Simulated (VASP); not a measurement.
# SiO2 (P4_2/mnm) in VASP: notebook

The runs below take SiO2 through electric field gradients, with PBE.

Program: VASP 6.6.1. These are calculated values, not measurements. Logs are shortened: lines on timing, memory, paths and dates and some standing lists are left out, and cuts for length are marked.

## (1) The cell of the first run

The structure is tetragonal, space group P4_2/mnm (No. 136). Conventional cell: a = 4.194 Å, b = 4.194 Å, c = 2.677 Å, α = 90.00°, β = 90.00°, γ = 90.00°. Within 2.3 Å of Si (site symmetry mmm) lie 6 O at 1.76 to 1.82 Å. Within 2.3 Å of O (site symmetry m2m) lie 3 Si at 1.76 to 1.82 Å and 1 O at 2.29 Å.

## (2) Electric field gradients, PBE (7.85 Å³/atom)

INCAR

```
ALGO = Normal ; EDIFF = 1E-8
ENCUT = 520 ; GGA = PE
ISIF = 2 ; ISMEAR = -1
LASPH = T ; LCHARG = F
LEFG = T ; LREAL = F
LWAVE = F ; NBANDS = 25
NELM = 60 ; PREC = Accurate
SIGMA = 0.03
```

KPOINTS

```
k-points
0
Gamma
  6 6 9
```

POSCAR

```
SiO2
1.0
    4.1939874774      0.0000000000      0.0000000000
    0.0000000000      4.1939874774      0.0000000000
    0.0000000000      0.0000000000      2.6766631880
Si O
2 4
Direct
    0.0000000000      0.0000000000      0.0000000000
    0.5000000000      0.5000000000      0.5000000000
    0.3067000000      0.3067000000      0.0000000000
    0.1933000000      0.8067000000      0.5000000000
    0.6933000000      0.6933000000      0.0000000000
    0.8067000000      0.1933000000      0.5000000000
```

Potentials or basis: VASP PAW PBE potentials, release 64 (Si, O).

On the command line:

```
cat potpaw_PBE.64/Si/POTCAR potpaw_PBE.64/O/POTCAR > POTCAR
mpirun -np 1 vasp_std > vasp.out
```

OUTCAR:

```text
EDIFF = 1E-8
   ENCUT = 520
   GGA = PE
   ISIF = 2
   ISMEAR = -1
   LASPH = T
   LREAL = F
   NELM = 60
   PREC = Accurate

 ion  position               nearest neighbor table
   1  0.000  0.000  0.000-   4 1.76   6 1.76   4 1.76   6 1.76   5 1.82   3 1.82
   2  0.500  0.500  0.500-   3 1.76   5 1.76   3 1.76   5 1.76   4 1.82   6 1.82
   3  0.307  0.307  0.000-   2 1.76   2 1.76   1 1.82
   4  0.193  0.807  0.500-   1 1.76   1 1.76   2 1.82
   5  0.693  0.693  0.000-   2 1.76   2 1.76   1 1.82
   6  0.807  0.193  0.500-   1 1.76   1 1.76   2 1.82

  LATTYP: Found a simple tetragonal cell.
 ALAT       =     4.1939874774
 C/A-ratio  =     0.6382143968

  Lattice vectors:

 A1 = (   4.1939874774,   0.0000000000,   0.0000000000)
 A2 = (   0.0000000000,   4.1939874774,   0.0000000000)
 A3 = (   0.0000000000,   0.0000000000,   2.6766631880)

Analysis of symmetry for initial positions (statically):
=====================================================================
 Subroutine PRICEL returns:
 Original cell was already a primitive cell.

 Routine SETGRP: Setting up the symmetry group for a
 simple tetragonal supercell.

 Subroutine GETGRP returns: Found 16 space group operations
 (whereof  8 operations were pure point group operations)
 out of a pool of 16 trial point group operations.

The static configuration has the point symmetry D_2h.
 The point group associated with its full space group is D_4h.

Analysis of symmetry for dynamics (positions and initial velocities):
=====================================================================
 Subroutine PRICEL returns:
 Original cell was already a primitive cell.

 Routine SETGRP: Setting up the symmetry group for a
 simple tetragonal supercell.

 Subroutine GETGRP returns: Found 16 space group operations
 (whereof  8 operations were pure point group operations)
 out of a pool of 16 trial point group operations.

The dynamic configuration has the point symmetry D_2h.
 The point group associated with its full space group is D_4h.

 Subroutine INISYM returns: Found 16 space group operations
 (whereof  8 operations are pure point group operations),
 and found     1 'primitive' translations

----------------------------------------------------------------------------------------

                                     Primitive cell

  volume of cell :      47.0813

  direct lattice vectors                    reciprocal lattice vectors
     4.193987477  0.000000000  0.000000000     0.238436573  0.000000000  0.000000000
     0.000000000  4.193987477  0.000000000     0.000000000  0.238436573  0.000000000
     0.000000000  0.000000000  2.676663188     0.000000000  0.000000000  0.373599489

  length of vectors
     4.193987477  4.193987477  2.676663188     0.238436573  0.238436573  0.373599489

  position of ions in fractional coordinates (direct lattice)
     0.000000000  0.000000000  0.000000000
     0.500000000  0.500000000  0.500000000
     0.306700000  0.306700000  0.000000000
     0.193300000  0.806700000  0.500000000
     0.693300000  0.693300000  0.000000000
     0.806700000  0.193300000  0.500000000

  ion indices of the primitive-cell ions
   primitive index   ion index
                 1           1
                 2           2
                 3           3
                 4           4
                 5           5
                 6           6

----------------------------------------------------------------------------------------

 KPOINTS: k-points

Automatic generation of k-mesh.
 Grid dimensions read from file:
 generate k-points for:    6    6    9

 Generating k-lattice:

  Cartesian coordinates                     Fractional coordinates (reciprocal lattice)
     0.039739429  0.000000000  0.000000000     0.166666667  0.000000000  0.000000000
[... 53 lines left out ...]
   ISPIN  =      1    spin polarized calculation?
   LNONCOLLINEAR =      F non collinear calculations
   LSORBIT =      F    spin-orbit coupling
   LASPH  =      T    aspherical Exc in radial PAW
   ENCUT  =  520.0 eV  38.22 Ry    6.18 a.u.   7.80  7.80  4.98*2*pi/ulx,y,z
   NELM   =     60;   NELMIN=  2; NELMDL= -5     # of ELM steps
   EDIFF  = 0.1E-07   stopping-criterion for ELM
   LREAL  =      F    real-space projection
   EDIFFG = 0.1E-06   stopping-criterion for IOM
   NSW    =      0    number of steps for IOM
   IBRION =     -1    ionic relax: 0-MD 1-quasi-New 2-CG
   NFREE  =      0    steps in history (QN), initial steepest desc. (CG)
   ISIF   =      2    stress and relaxation
   ISYM   =      2    0-nonsym 1-usesym 2-fastsym
   POTIM  = 0.5000    time-step for ionic-motion
   TEBEG  =    0.0;   TEEND  =   0.0 temperature during run
   PSTRESS=    0.0 pullay stress
   NELECT =      32.0000    total number of electrons
   NUPDOWN=      -1.0000    fix difference up-down
   EMIN   =  10.00;   EMAX   =-10.00  energy-range for DOS
   EFERMI =   0.00;   METHOD = LEGACY
   ISMEAR =    -1;   SIGMA  =   0.03  broadening in eV -4-tet -1-fermi 0-gaus
   EFERMI_NEDOS =   21; number of points for ismear=-14 and -15
   IALGO  =     38    algorithm
   IMIX   =      4    mixing-type and parameters
     AMIX     =   0.40;   BMIX     =  1.00
     AMIX_MAG =   1.60;   BMIX_MAG =  1.00
  volume/ion in A,a.u.               =       7.85        52.95
  Fermi-wavevector in a.u.,A,eV,Ry     =   1.439380  2.720034 28.188756  2.071815
  Thomas-Fermi vector in A             =   2.558242
   LORBIT       =      0    0 simple, 1 ext, 2 COOP (PROOUT), +10 PAW based schemes
   GGA     = PE    functional components
   LHFCALC =     F    Hartree Fock is set to
   AEXX    =    0.0000 exact exchange contribution
   IVDW    =     0    specifies the selected vdW correction
   LEPSILON=     F    determine dielectric tensor
   LRPA    =     F    only Hartree local field effects (RPA)
 non-spin polarized calculation
  energy-cutoff  :      520.00
  volume of cell :       47.08
 maximum number of plane-waves:      1281
 NGX is ok and might be reduce to    32
   NGX = 15   NGY = 15   NGZ =  9

 number of electron      31.9999979 magnetization

 Free energy of the ion-electron system (eV)
  ---------------------------------------------------
  ext. energy  EPLUGINS =         0.00000000
  ---------------------------------------------------
  free energy    TOTEN  =       -46.28698753 eV

  energy without entropy =      -46.28698753  energy(sigma->0) =      -46.28698753

 E-fermi :   8.6394     XC(G=0): -12.2123

 val. band max:        8.0826420409   @ k =   0.0000   0.0000   0.0000
 cond. band min:      13.5183955460   @ k =   0.0000   0.0000   0.0000
 fundamental gap:      5.4357535050
 Fermi energy:         8.6394330300

 k-point     1 :       0.0000    0.0000    0.0000
  band No.  band energies     occupation
      1     -14.3853      2.00000
      2     -10.7932      2.00000
      3     -10.7932      2.00000
      4     -10.6048      2.00000
      5      -2.6901      2.00000
      6       1.7250      2.00000
[... 661 lines left out ...]
     24      20.7579      0.00000
     25      21.9873      0.00000

 [... further k-points ...]

------------------------ aborting loop because EDIFF is reached ----------------------------------------

  FORCE on cell =-STRESS in cart. coord.  units (eV):
  Direction    XX          YY          ZZ          XY          YZ          ZX
  --------------------------------------------------------------------------------------
  -------------------------------------------------------------------------------------
  Total        2.1969983      2.1969983      2.3548214     -0.0000000      0.0000000      0.0000000
  in kB       74.7639638     74.7639638     80.1346922     -0.0000000      0.0000000      0.0000000
  external PRESSURE =      76.5542066 kB  Pullay stress =       0.0000000 kB

 VOLUME and BASIS-vectors are now :
 -----------------------------------------------------------------------------
  energy-cutoff  :      520.00
  volume of cell :       47.08
      direct lattice vectors                 reciprocal lattice vectors
     4.193987477  0.000000000  0.000000000     0.238436573  0.000000000  0.000000000
     0.000000000  4.193987477  0.000000000     0.000000000  0.238436573  0.000000000
     0.000000000  0.000000000  2.676663188     0.000000000  0.000000000  0.373599489

 POSITION                                       TOTAL-FORCE (eV/Angst)
 -----------------------------------------------------------------------------------
      0.00000      0.00000      0.00000         0.000000      0.000000     -0.000000
      2.09699      2.09699      1.33833         0.000000      0.000000     -0.000000
      1.28630      1.28630      0.00000        -0.122191     -0.122191      0.000000
      0.81070      3.38329      1.33833         0.122191     -0.122191      0.000000
      2.90769      2.90769      0.00000         0.122191      0.122191     -0.000000
      3.38329      0.81070      1.33833        -0.122191      0.122191     -0.000000
 -----------------------------------------------------------------------------------
    total drift:                                0.000000      0.000000      0.000000

  FREE ENERGIE OF THE ION-ELECTRON SYSTEM (eV)
  ---------------------------------------------------
  free  energy   TOTEN  =       -46.2869875274 eV

  energy  without entropy=      -46.2869875274  energy(sigma->0) =      -46.28698753

 Electric field gradients (V/A^2)
---------------------------------------------------------------------
 ion       V_xx      V_yy      V_zz      V_xy      V_xz      V_yz
---------------------------------------------------------------------
   1       9.218     9.218   -18.437    13.353     0.000    -0.000
   2       9.218     9.218   -18.437   -13.353     0.000    -0.000
   3     -24.055   -24.055    48.110    86.753    -0.000     0.000
   4     -24.055   -24.055    48.110   -86.753     0.000     0.000
   5     -24.055   -24.055    48.110    86.753    -0.000    -0.000
   6     -24.055   -24.055    48.110   -86.753     0.000     0.000
---------------------------------------------------------------------

 Electric field gradients after diagonalization (V/A^2)
 (convention: |V_zz| > |V_xx| > |V_yy|)
----------------------------------------------------------------------
 ion       V_xx      V_yy      V_zz     asymmetry (V_yy - V_xx)/ V_zz
----------------------------------------------------------------------
   1     -18.437    -4.135    22.572       0.634
   2     -18.437    -4.135    22.572       0.634
   3      62.698    48.110  -110.808       0.132
   4      62.698    48.110  -110.808       0.132
   5      62.698    48.110  -110.808       0.132
   6      62.698    48.110  -110.808       0.132
----------------------------------------------------------------------

           NMR quadrupolar parameters

 Cq : quadrupolar parameter    Cq=e*Q*V_zz/h
 eta: asymmetry parameters     (V_yy - V_xx)/ V_zz
 Q  : nuclear electric quadrupole moment in mb (millibarn)
----------------------------------------------------------------------
 ion       Cq(MHz)       eta       Q (mb)
----------------------------------------------------------------------
   1       0.055       0.634       1.000
   2       0.055       0.634       1.000
   3      -0.268       0.132       1.000
   4      -0.268       0.132       1.000
   5      -0.268       0.132       1.000
   6      -0.268       0.132       1.000
----------------------------------------------------------------------
```

Wall time 68 s (1 thread of Intel Xeon 8259CL, shared host); peak memory 0.18 GiB.

Results:

```yaml
Free_energy: -46.2870 eV
Pressure: 7.7 GPa
Largest_force: 0.173 eV/Å
Band_gap_on_the_k_mesh: 5.44 eV
Largest_electric_field_gradient_by_atom: Si +22.6; O -110.8 V/Å²
```

Forces on the atoms (eV/Å):
```
Si   0.000  0.000  0.000
Si   0.000  0.000  0.000
O   -0.122 -0.122  0.000
O    0.122 -0.122  0.000
O    0.122  0.122  0.000
O   -0.122  0.122  0.000
```

Electric field gradients, principal values (V/Å²):
```
atom   least   middle  greatest (by size)
1 Si  -4.135  -18.437              22.572
2 Si  -4.135  -18.437              22.572
 3 O  48.110   62.698            -110.808
 4 O  48.110   62.698            -110.808
 5 O  48.110   62.698            -110.808
 6 O  48.110   62.698            -110.808
```

Caveat: the cell stands under pressure; without QUAD_EFG the Cq values of the log hold for a quadrupole moment of 1 mb, not for the nuclei.

## (3) Electric field gradients, PBE (8.08 Å³/atom)

This run uses another cell than the first one, of 8.08 Å³/atom.

INCAR

```
PREC = Accurate ; ENCUT = 520
EDIFF = 1E-8 ; ISMEAR = -1
SIGMA = 0.03 ; LREAL = F
LASPH = T ; NELM = 80
ALGO = Normal ; ISIF = 2
LWAVE = F ; LCHARG = F
GGA = PE ; LEFG = T
NBANDS = 25
```

KPOINTS

```
Automatic mesh
0
Gamma
  6 6 9
```

Changes to POSCAR since step 2:

```diff
@@ -2,5 +2,5 @@
 1.0
-    4.1939874774      0.0000000000      0.0000000000
-    0.0000000000      4.1939874774      0.0000000000
-    0.0000000000      0.0000000000      2.6766631880
+    4.2351076239      0.0000000000      0.0000000000
+    0.0000000000      4.2351076239      0.0000000000
+    0.0000000000      0.0000000000      2.7029066575
 Si O
```

Potentials or basis: VASP PAW PBE potentials, release 64 (Si, O).

On the command line:

```
cat potpaw_PBE.64/Si/POTCAR potpaw_PBE.64/O/POTCAR > POTCAR
mpirun -np 1 vasp_std > vasp.out
```

OUTCAR:

```text
PREC = Accurate
   ENCUT = 520
   EDIFF = 1E-8
   ISMEAR = -1
   LREAL = F
   LASPH = T
   NELM = 80
   ISIF = 2
   GGA = PE

 ion  position               nearest neighbor table
   1  0.000  0.000  0.000-   4 1.78   6 1.78   4 1.78   6 1.78   5 1.84   3 1.84
   2  0.500  0.500  0.500-   3 1.78   5 1.78   3 1.78   5 1.78   4 1.84   6 1.84
   3  0.307  0.307  0.000-   2 1.78   2 1.78   1 1.84
   4  0.193  0.807  0.500-   1 1.78   1 1.78   2 1.84
   5  0.693  0.693  0.000-   2 1.78   2 1.78   1 1.84
   6  0.807  0.193  0.500-   1 1.78   1 1.78   2 1.84

  LATTYP: Found a simple tetragonal cell.
 ALAT       =     4.2351076239
 C/A-ratio  =     0.6382143968

  Lattice vectors:

 A1 = (   4.2351076239,   0.0000000000,   0.0000000000)
 A2 = (   0.0000000000,   4.2351076239,   0.0000000000)
 A3 = (   0.0000000000,   0.0000000000,   2.7029066575)

Analysis of symmetry for initial positions (statically):
=====================================================================
 Subroutine PRICEL returns:
 Original cell was already a primitive cell.
[... 888 lines left out ...]
 -----------------------------------------------------------------------------------
    total drift:                                0.000000      0.000000      0.000000

  FREE ENERGIE OF THE ION-ELECTRON SYSTEM (eV)
  ---------------------------------------------------
  free  energy   TOTEN  =       -46.3159602898 eV

  energy  without entropy=      -46.3159602897  energy(sigma->0) =      -46.31596029

 Electric field gradients (V/A^2)
---------------------------------------------------------------------
 ion       V_xx      V_yy      V_zz      V_xy      V_xz      V_yz
---------------------------------------------------------------------
   1       9.058     9.058   -18.116    13.145     0.000    -0.000
   2       9.058     9.058   -18.116   -13.145     0.000     0.000
   3     -24.764   -24.764    49.529    89.361    -0.000    -0.000
   4     -24.764   -24.764    49.529   -89.361     0.000     0.000
   5     -24.764   -24.764    49.529    89.361    -0.000    -0.000
   6     -24.764   -24.764    49.529   -89.361     0.000     0.000
---------------------------------------------------------------------

 Electric field gradients after diagonalization (V/A^2)
 (convention: |V_zz| > |V_xx| > |V_yy|)
----------------------------------------------------------------------
 ion       V_xx      V_yy      V_zz     asymmetry (V_yy - V_xx)/ V_zz
----------------------------------------------------------------------
   1     -18.116    -4.088    22.203       0.632
   2     -18.116    -4.088    22.203       0.632
   3      64.597    49.529  -114.126       0.132
   4      64.597    49.529  -114.126       0.132
   5      64.597    49.529  -114.126       0.132
   6      64.597    49.529  -114.126       0.132
----------------------------------------------------------------------

           NMR quadrupolar parameters

 Cq : quadrupolar parameter    Cq=e*Q*V_zz/h
 eta: asymmetry parameters     (V_yy - V_xx)/ V_zz
 Q  : nuclear electric quadrupole moment in mb (millibarn)
----------------------------------------------------------------------
 ion       Cq(MHz)       eta       Q (mb)
----------------------------------------------------------------------
   1       0.054       0.632       1.000
   2       0.054       0.632       1.000
   3      -0.276       0.132       1.000
   4      -0.276       0.132       1.000
   5      -0.276       0.132       1.000
   6      -0.276       0.132       1.000
----------------------------------------------------------------------
```

OSZICAR:

```text
N       E                     dE             d eps       ncg     rms          rms(c)
DAV:   1     0.135086201226E+03    0.13509E+03   -0.17639E+04  2516   0.123E+03
DAV:   2    -0.438248082769E+02   -0.17891E+03   -0.17076E+03  3278   0.277E+02
DAV:   3    -0.508393275657E+02   -0.70145E+01   -0.69843E+01  3332   0.524E+01
DAV:   4    -0.508839784773E+02   -0.44651E-01   -0.44639E-01  2883   0.489E+00
DAV:   5    -0.508843525313E+02   -0.37405E-03   -0.37397E-03  3361   0.424E-01    0.169E+01
DAV:   6    -0.462489253975E+02    0.46354E+01   -0.13202E+01  3150   0.243E+01    0.762E+00
DAV:   7    -0.462959191799E+02   -0.46994E-01   -0.71670E-01  3116   0.488E+00    0.285E+00
DAV:   8    -0.463090749153E+02   -0.13156E-01   -0.24925E-02  3174   0.136E+00    0.108E+00
DAV:   9    -0.463157673812E+02   -0.66925E-02   -0.95760E-03  3229   0.828E-01    0.262E-01
DAV:  10    -0.463159873466E+02   -0.21997E-03   -0.60699E-04  3156   0.171E-01    0.491E-02
DAV:  11    -0.463159590129E+02    0.28334E-04   -0.10783E-04  3215   0.743E-02    0.916E-03
DAV:  12    -0.463159601873E+02   -0.11744E-05   -0.64018E-06  3104   0.176E-02    0.369E-03
DAV:  13    -0.463159602921E+02   -0.10478E-06   -0.72502E-07  3262   0.599E-03    0.372E-03
DAV:  14    -0.463159602811E+02    0.11000E-07   -0.28797E-08  3086   0.117E-03    0.105E-03
DAV:  15    -0.463159602898E+02   -0.87175E-08   -0.51552E-09  2142   0.590E-04
   1 F= -.46315960E+02 E0= -.46315960E+02  d E =-.459537E-10
```

stdout:

```text
POSCAR found type information on POSCAR SiO
 POSCAR found :  2 types and       6 ions
 scaLAPACK will be used
 LDA part: xc-table for (Slater+PW92), standard interpolation
 POSCAR, INCAR and KPOINTS ok, starting setup
 FFT: planning ... GRIDC
 FFT: planning ... GRID_SOFT
 FFT: planning ... GRID
 WAVECAR not read
 entering main loop
ion   1

ion   2

ion   3

ion   4

ion   5

ion   6
```

Wall time 67 s (1 thread of Intel Xeon 8259CL, shared host); peak memory 0.18 GiB.

Results:

```yaml
Free_energy: -46.3160 eV
Pressure: -1.5 GPa
Largest_force: 0.028 eV/Å
Band_gap_on_the_k_mesh: 4.92 eV
Largest_electric_field_gradient_by_atom: Si +22.2; O -114.1 V/Å²
```

Forces on the atoms (eV/Å):
```
Si   0.000  0.000  0.000
Si   0.000  0.000  0.000
O    0.020  0.020  0.000
O   -0.020  0.020  0.000
O   -0.020 -0.020  0.000
O    0.020 -0.020  0.000
```

Stress tensor (GPa, compression positive):
```
-0.96  0.00  0.00
 0.00 -0.96  0.00
 0.00  0.00 -2.52
```

Electric field gradients, principal values (V/Å²):
```tsv
atom	least	middle	greatest (by size)
1 Si	-4.088	-18.116	22.203
2 Si	-4.088	-18.116	22.203
3 O	49.529	64.597	-114.126
4 O	49.529	64.597	-114.126
5 O	49.529	64.597	-114.126
6 O	49.529	64.597	-114.126
```

Caveat: without QUAD_EFG the Cq values of the log hold for a quadrupole moment of 1 mb, not for the nuclei. A k mesh can miss the band edges.

[end of part 1 of 2]
